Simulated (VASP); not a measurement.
# Al (P6_3/mmc) in VASP: notebook

Al is run at these levels: PBE+D3(BJ); tasks: single point.

Program: VASP 6.6.1. These are calculated values, not measurements. Logs are shortened: lines on timing, memory, paths and dates and some standing lists are left out, and cuts for length are marked.

## Step 1: The cell of the first run

The structure is hexagonal, space group P6_3/mmc (No. 194). The conventional cell has a = 2.815 Å, b = 2.815 Å, c = 10.573 Å, α = 90.00°, β = 90.00°, γ = 120.00°. Within 3.7 Å of Al (site symmetry -3m) lie 12 Al at 2.81 to 3.10 Å. Al (site symmetry -6m2) has 12 Al at 2.81 to 3.10 Å within 3.7 Å.

This isn't the form of Al at room conditions, which is fcc.

## Step 2: Single point, PBE+D3(BJ)

Contents of INCAR:

```
SYSTEM = Al
PREC = Accurate
ENCUT = 500
EDIFF = 1E-6
ISMEAR = 0
SIGMA = 0.15
LREAL = .FALSE.
LASPH = .TRUE.
NELM = 120
ALGO = Normal
ISIF = 2
LWAVE = .FALSE.
LCHARG = .FALSE.
GGA = PE
IVDW = 12
NBANDS = 14
GGA_COMPAT = .FALSE.
```

Contents of KPOINTS:

```
Automatic mesh
0
G
  18 18 4
  0 0 0
```

Contents of POSCAR:

```
Al
1.0
    2.8147782360      0.0000000000      0.0000000000
   -1.4073891180      2.4376694584      0.0000000000
    0.0000000000      0.0000000000     10.5726000000
Al
4
Direct
    0.0000000000      0.0000000000      0.0000000000
    0.3333333333      0.6666666667      0.2500000000
    0.0000000000      0.0000000000      0.5000000000
    0.6666666667      0.3333333333      0.7500000000
```

Potentials or basis: VASP PAW PBE potentials, release 64 (Al).

Launch:

```sh
$ cat potpaw_PBE.64/Al/POTCAR > POTCAR
$ mpirun -np 1 vasp_std > vasp.out
```

OUTCAR:

```text
SYSTEM = Al
   PREC = Accurate
   ENCUT = 500
   EDIFF = 1E-6
   ISMEAR = 0
   LREAL = .FALSE.
   LASPH = .TRUE.
   NELM = 120
   ISIF = 2
   GGA = PE
   IVDW = 12
 IVDW          = 12

 ion  position               nearest neighbor table
   1  0.000  0.000  0.000-   2 3.10   4 3.10   4 3.10   2 3.10   4 3.10   2 3.10
   2  0.333  0.667  0.250-   1 3.10   3 3.10   1 3.10   3 3.10   1 3.10   3 3.10
   3  0.000  0.000  0.500-   2 3.10   4 3.10   4 3.10   2 3.10   4 3.10   2 3.10
   4  0.667  0.333  0.750-   1 3.10   3 3.10   1 3.10   3 3.10   1 3.10   3 3.10

  LATTYP: Found a hexagonal cell.
 ALAT       =     2.8147782360
 C/A-ratio  =     3.7561040741

  Lattice vectors:

 A1 = (   2.8147782360,   0.0000000000,   0.0000000000)
 A2 = (  -1.4073891180,   2.4376694584,   0.0000000000)
 A3 = (   0.0000000000,   0.0000000000,  10.5726000000)

Analysis of symmetry for initial positions (statically):
=====================================================================
 Subroutine PRICEL returns:
 Original cell was already a primitive cell.

 Routine SETGRP: Setting up the symmetry group for a
 hexagonal supercell.

 Subroutine GETGRP returns: Found 24 space group operations
 (whereof 12 operations were pure point group operations)
 out of a pool of 24 trial point group operations.

The static configuration has the point symmetry D_3d.
 The point group associated with its full space group is D_6h.

Analysis of symmetry for dynamics (positions and initial velocities):
=====================================================================
 Subroutine PRICEL returns:
 Original cell was already a primitive cell.

 Routine SETGRP: Setting up the symmetry group for a
 hexagonal supercell.

 Subroutine GETGRP returns: Found 24 space group operations
 (whereof 12 operations were pure point group operations)
 out of a pool of 24 trial point group operations.

The dynamic configuration has the point symmetry D_3d.
 The point group associated with its full space group is D_6h.

 Subroutine INISYM returns: Found 24 space group operations
 (whereof 12 operations are pure point group operations),
 and found     1 'primitive' translations

----------------------------------------------------------------------------------------

                                     Primitive cell

  volume of cell :      72.5439

  direct lattice vectors                    reciprocal lattice vectors
     2.814778236  0.000000000  0.000000000     0.355267775  0.205113945  0.000000000
    -1.407389118  2.437669458  0.000000000     0.000000000  0.410227891  0.000000000
     0.000000000  0.000000000 10.572600000     0.000000000  0.000000000  0.094584114

  length of vectors
     2.814778236  2.814778236 10.572600000     0.410227891  0.410227891  0.094584114

  position of ions in fractional coordinates (direct lattice)
     0.000000000  0.000000000  0.000000000
     0.333333333  0.666666667  0.250000000
     0.000000000  0.000000000  0.500000000
     0.666666667  0.333333333  0.750000000

  ion indices of the primitive-cell ions
   primitive index   ion index
                 1           1
                 2           2
                 3           3
                 4           4

----------------------------------------------------------------------------------------

 KPOINTS: Automatic mesh

Automatic generation of k-mesh.
 Grid dimensions read from file:
 generate k-points for:   18   18    4

 Generating k-lattice:

  Cartesian coordinates                     Fractional coordinates (reciprocal lattice)
     0.019737099  0.011395219  0.000000000     0.055555556  0.000000000  0.000000000
     0.000000000  0.022790438  0.000000000     0.000000000  0.055555556  0.000000000
     0.000000000  0.000000000  0.023646028     0.000000000  0.000000000  0.250000000

  Length of vectors
     0.022790438  0.022790438  0.023646028

  Shift w.r.t. Gamma in fractional coordinates (k-lattice)
     0.000000000  0.000000000  0.000000000

 Subroutine IBZKPT returns following result:
 ===========================================

 Found    111 irreducible k-points:

 Following reciprocal coordinates:
            Coordinates               Weight
  0.000000  0.000000  0.000000      1.000000
  0.055556 -0.000000  0.000000      6.000000
  0.111111 -0.000000  0.000000      6.000000
  0.166667  0.000000  0.000000      6.000000
  0.222222 -0.000000  0.000000      6.000000
  0.277778  0.000000  0.000000      6.000000
[... 16 lines left out ...]
  0.333333  0.111111  0.000000     12.000000
  0.388889  0.111111  0.000000     12.000000
 [... further k-points ...]
   k-points           NKPTS =    111   k-points in BZ     NKDIM =    111   number of bands    NBANDS=     14
   number of dos      NEDOS =    301   number of ions     NIONS =      4
   total plane-waves  NPLWV =  46080
   dimension x,y,z NGX =    24 NGY =   24 NGZ =   80
   dimension x,y,z NGXF=    48 NGYF=   48 NGZF=  160
   ions per type =               4
   NGX,Y,Z   is equivalent  to a cutoff of  14.17, 14.17, 12.58 a.u.
   NGXF,Y,Z  is equivalent  to a cutoff of  28.35, 28.35, 25.16 a.u.
 SYSTEM =  Al
   PREC   = accura    normal or accurate (medium, high low for compatibility)
   ISTART =      0    job   : 0-new  1-cont  2-samecut
   ICHARG =      2    charge: 1-file 2-atom 10-const
   ISPIN  =      1    spin polarized calculation?
   LNONCOLLINEAR =      F non collinear calculations
   LSORBIT =      F    spin-orbit coupling
   LASPH  =      T    aspherical Exc in radial PAW
   ENCUT  =  500.0 eV  36.75 Ry    6.06 a.u.   5.13  5.13 19.28*2*pi/ulx,y,z
   NELM   =    120;   NELMIN=  2; NELMDL= -5     # of ELM steps
   EDIFF  = 0.1E-05   stopping-criterion for ELM
   LREAL  =      F    real-space projection
   EDIFFG = 0.1E-04   stopping-criterion for IOM
   NSW    =      0    number of steps for IOM
   IBRION =     -1    ionic relax: 0-MD 1-quasi-New 2-CG
   NFREE  =      0    steps in history (QN), initial steepest desc. (CG)
   ISIF   =      2    stress and relaxation
   ISYM   =      2    0-nonsym 1-usesym 2-fastsym
   POTIM  = 0.5000    time-step for ionic-motion
   TEBEG  =    0.0;   TEEND  =   0.0 temperature during run
   PSTRESS=    0.0 pullay stress
   NELECT =      12.0000    total number of electrons
   NUPDOWN=      -1.0000    fix difference up-down
   EMIN   =  10.00;   EMAX   =-10.00  energy-range for DOS
   EFERMI =   0.00;   METHOD = LEGACY
   ISMEAR =     0;   SIGMA  =   0.15  broadening in eV -4-tet -1-fermi 0-gaus
   EFERMI_NEDOS =   21; number of points for ismear=-14 and -15
   IALGO  =     38    algorithm
   IMIX   =      4    mixing-type and parameters
     AMIX     =   0.40;   BMIX     =  1.00
     AMIX_MAG =   1.60;   BMIX_MAG =  1.00
  volume/ion in A,a.u.               =      18.14       122.39
  Fermi-wavevector in a.u.,A,eV,Ry     =   0.898673  1.698246 10.988242  0.807613
  Thomas-Fermi vector in A             =   2.021411
   LORBIT       =      0    0 simple, 1 ext, 2 COOP (PROOUT), +10 PAW based schemes
   GGA     = PE    functional components
   LHFCALC =     F    Hartree Fock is set to
   AEXX    =    0.0000 exact exchange contribution
   IVDW    =    12    specifies the selected vdW correction
   LEPSILON=     F    determine dielectric tensor
   LRPA    =     F    only Hartree local field effects (RPA)
 non-spin polarized calculation
 Gauss-broadening in eV      SIGMA  =   0.15
  energy-cutoff  :      500.00
  volume of cell :       72.54
 maximum number of plane-waves:      1863
 NGX is ok and might be reduce to    24
   NGX = 11   NGY = 11   NGZ = 39

 number of electron      12.0000000 magnetization

 Free energy of the ion-electron system (eV)
  ---------------------------------------------------
  ext. energy  EPLUGINS =         0.00000000
  ---------------------------------------------------
  free energy    TOTEN  =       -14.70895942 eV

  energy without entropy =      -14.68988100  energy(sigma->0) =      -14.69942021

 E-fermi :   6.9915     XC(G=0):  -9.8467

 val. band max:        6.9874800419   @ k =   0.3333   0.1667   0.0000
 cond. band min:       7.0056206587   @ k =   0.3333   0.0000   0.5000
 fundamental gap:      0.0181406168
 Fermi energy:         6.9915455756

 k-point     1 :       0.0000    0.0000    0.0000
  band No.  band energies     occupation
      1      -3.4720      2.00000
      2      -2.1692      2.00000
      3      -2.1624      2.00000
      4       1.2098      2.00000
      5       2.2866      2.00000
      6       8.0520      0.00000
      7       8.0557      0.00000
      8      16.2641      0.00000
      9      16.3021      0.00000
     10      19.0766      0.00000
     11      19.0766      0.00000
     12      19.1535      0.00000
     13      19.1535      0.00000
     14      19.9411      0.00000

 k-point     2 :       0.0556   -0.0000    0.0000
  band No.  band energies     occupation
      1      -3.3951      2.00000
      2      -2.0928      2.00000
      3      -2.0860      2.00000
      4       1.2857      2.00000
      5       2.3593      2.00000
      6       8.1216      0.00000
      7       8.1255      0.00000
      8      16.2740      0.00000
      9      16.3207      0.00000
     10      17.3834      0.00000
     11      18.0022      0.00000
     12      18.4296      0.00000
     13      18.4649      0.00000
     14      19.0665      0.00000
[... 343 lines left out ...]
      1       0.4724      2.00000
      2       1.7406      2.00000
      3       1.7456      2.00000
      4       4.8772      2.00000
      5       5.9643      2.00000
      6       6.0151      2.00000
      7       7.0836      0.38542
      8       7.1234      0.21392
      9      10.0459      0.00000
     10      10.9717      0.00000
     11      11.1988      0.00000
     12      11.5192      0.00000
     13      12.0555      0.00000
     14      12.4272      0.00000

 k-point    24 :       0.3889    0.1111    0.0000
  band No.  band energies     occupation
      1       1.5881      2.00000
      2       2.8361      2.00000
      3       2.8379      2.00000
      4       4.1903      2.00000
      5       5.4378      2.00000
      6       5.5043      2.00000
      7       6.3791      2.00000
      8       7.1839      0.06968
      9       8.7296      0.00000
     10       9.7871      0.00000
     11      10.8570      0.00000
     12      11.7818      0.00000
     13      12.0879      0.00000
     14      12.9417      0.00000

 [... further k-points ...]

------------------------ aborting loop because EDIFF is reached ----------------------------------------

 Edisp (eV)   -1.22207

 E8    (eV) :    -0.5466

  FORCE on cell =-STRESS in cart. coord.  units (eV):
  Direction    XX          YY          ZZ          XY          YZ          ZX
  --------------------------------------------------------------------------------------
  -------------------------------------------------------------------------------------
  Total      -2.28679    -2.28679    -4.84656     0.00000     0.00000     0.00000
  in kB     -50.50528   -50.50528  -107.03942     0.00000     0.00000     0.00000
  external pressure =      -69.35 kB  Pullay stress =        0.00 kB

 VOLUME and BASIS-vectors are now :
 -----------------------------------------------------------------------------
  energy-cutoff  :      500.00
  volume of cell :       72.54
      direct lattice vectors                 reciprocal lattice vectors
     2.814778236  0.000000000  0.000000000     0.355267775  0.205113945  0.000000000
    -1.407389118  2.437669458  0.000000000     0.000000000  0.410227891  0.000000000
     0.000000000  0.000000000 10.572600000     0.000000000  0.000000000  0.094584114

 POSITION                                       TOTAL-FORCE (eV/Angst)
 -----------------------------------------------------------------------------------
      0.00000      0.00000      0.00000        -0.000000      0.000000     -0.000000
     -0.00000      1.62511      2.64315        -0.000000      0.000000     -0.000000
      0.00000      0.00000      5.28630        -0.000000      0.000000     -0.000000
      1.40739      0.81256      7.92945         0.000000     -0.000000      0.000000
 -----------------------------------------------------------------------------------
    total drift:                               -0.000000      0.000000      0.000000

  FREE ENERGIE OF THE ION-ELECTRON SYSTEM (eV)
  ---------------------------------------------------
  free  energy   TOTEN  =       -15.9310334143 eV

  energy  without entropy=      -15.9119549947  energy(sigma->0) =      -15.92149420
```

Wall time 27 s (1 thread of Intel Xeon 6975P-C (Granite Rapids), shared host); peak memory 0.24 GiB.

Results:

| Property | Result |
| --- | --- |
| Free energy | -15.9310 eV |
| Pressure | -6.9 GPa |
| Band gap on the k mesh | zero (bands 6 and 7 overlap by 3.84 eV) |
| Dispersion energy per atom | -0.306 eV |

Stress tensor (GPa, compression positive):
```
 -5.05   0.00   0.00
  0.00  -5.05   0.00
  0.00   0.00 -10.70
```

Caveat: the cell stands under tension.

## Step 3: Single point, PBE+D3(BJ)

This run uses another cell than the first one, of 18.35 Å³/atom.

Contents of INCAR:

```
  PREC = Accurate
  ENCUT = 500
  EDIFF = 1E-6
  ISMEAR = 0
  SIGMA = 0.15
  LREAL = F
  LASPH = T
  NELM = 120
  ALGO = Normal
  ISIF = 2
  LWAVE = F
  LCHARG = F
  GGA = PE
  IVDW = 12
  NBANDS = 14
  GGA_COMPAT = F
```

Contents of KPOINTS:

```
regular mesh
0
Gamma
  18 18 4
```

POSCAR, as its differences from that of step 2:

```diff
@@ -2,4 +2,4 @@
 1.0
-    2.8147782360      0.0000000000      0.0000000000
-   -1.4073891180      2.4376694584      0.0000000000
+    2.8317000000      0.0000000000      0.0000000000
+   -1.4158500000      2.4523241359      0.0000000000
     0.0000000000      0.0000000000     10.5726000000
```

Potentials or basis: VASP PAW PBE potentials, release 64 (Al).

Launch:

```sh
$ cat potpaw_PBE.64/Al/POTCAR > POTCAR
$ mpirun -np 1 vasp_std > vasp.out
```

Run time: 27 s. Hardware: 1 thread of Intel Xeon 6975P-C (Granite Rapids), shared host; peak memory 0.24 GiB.

The run converged. Its results:

* Free energy: -15.9007 eV
* Pressure: -7.6 GPa
* Band gap on the k mesh: zero (bands 6 and 7 overlap by 3.86 eV)
* Dispersion energy per atom: -0.302 eV

Stress tensor (GPa, compression positive):
```
 -6.04   0.00   0.00
  0.00  -6.04   0.00
  0.00   0.00 -10.80
```

Levels at points of the mesh, in eV from the Fermi level:
```
           k point  band 3  band 4  band 5  band 6  band 7  band 8  band 9  band 10
(0.00, 0.00, 0.00)   -9.07   -5.69   -4.63    1.14    1.14    9.34    9.39    11.89
(0.50, 0.00, 0.00)   -3.36   -3.34   -2.83   -2.82    0.12    0.47    0.99     1.42
(0.00, 0.00, 0.50)   -7.47   -7.47   -2.25   -2.25    5.07    5.07   12.14    12.14
(0.50, 0.00, 0.50)   -4.03   -4.03   -1.76   -1.76   -1.21   -1.21    3.27     3.27
```

Caveat: the cell stands under tension.

## Step 4: Single point, PBE+D3(BJ)

This run uses another cell than the first one, of 18.27 Å³/atom.

Contents of INCAR:

```
ALGO     = Normal         # electronic algorithm
EDIFF    = 1E-6           # SCF threshold, eV
ENCUT    = 500            # plane-wave cutoff, eV
GGA      = PE             # functional
GGA_COMPAT= F            
ISIF     = 2              # what is computed and relaxed
ISMEAR   = 0              # smearing method
IVDW     = 12             # dispersion correction
LASPH    = T              # aspherical terms in the spheres
LCHARG   = F              # write CHGCAR
LREAL    = F              # projectors in reciprocal space
LWAVE    = F              # write WAVECAR
NBANDS   = 14             # bands
NELM     = 120            # most SCF steps
PREC     = Accurate       # precision mode
SIGMA    = 0.15           # smearing width, eV
```

Contents of KPOINTS:

```
k-points
0
Gamma
  18 18 4
```

Contents of POSCAR:

```
Al
1.0
    2.8992000000      0.0000000000      0.0000000000
   -1.4496000000      2.5107808507      0.0000000000
    0.0000000000      0.0000000000     10.0403000000
Al
4
Direct
    0.0000000000      0.0000000000      0.0000000000
    0.3333333333      0.6666666667      0.2500000000
    0.0000000000      0.0000000000      0.5000000000
    0.6666666667      0.3333333333      0.7500000000
```

Launch:

```sh
$ cat potpaw_PBE.64/Al/POTCAR > POTCAR
$ mpirun -np 1 vasp_std > vasp.out
```

It took 27 s on 1 thread of Intel Xeon 6975P-C (Granite Rapids), shared host; peak memory 0.24 GiB.

The run converged. Its results:

| Item | Value |
| --- | --- |
| Free energy | -16.0022 eV |
| Pressure | -8.5 GPa |
| Band gap on the k mesh | zero (bands 6 and 7 overlap by 4.35 eV) |
| Dispersion energy per atom | -0.303 eV |

Stress tensor (GPa, compression positive):
```
-7.87  0.00  0.00
 0.00 -7.87  0.00
 0.00  0.00 -9.78
```

Levels at points of the mesh, in eV from the Fermi level:
| k point | band 2 | band 3 | band 4 | band 5 | band 6 | band 7 | band 8 | band 9 | band 10 | band 11 |
| --- | --- | --- | --- | --- | --- | --- | --- | --- | --- | --- |
| (0.00, 0.00, 0.00) | -8.98 | -8.98 | -4.91 | -4.43 | 2.26 | 2.26 | 10.75 | 10.75 | 10.83 | 10.97 |
| (0.50, 0.00, 0.00) | -4.63 | -3.52 | -3.44 | -3.09 | -2.99 | 0.64 | 0.88 | 0.94 | 1.36 | 5.81 |
| (0.00, 0.00, 0.50) | -10.07 | -7.18 | -7.18 | -1.50 | -1.50 | 6.56 | 6.56 | 11.01 | 11.01 | 11.01 |
| (0.50, 0.00, 0.50) | -4.39 | -4.27 | -4.27 | -1.76 | -1.76 | -1.21 | -1.21 | 3.74 | 3.74 | 4.21 |

Caveat: the cell stands under tension.

(Continued in part 2 of 2.)
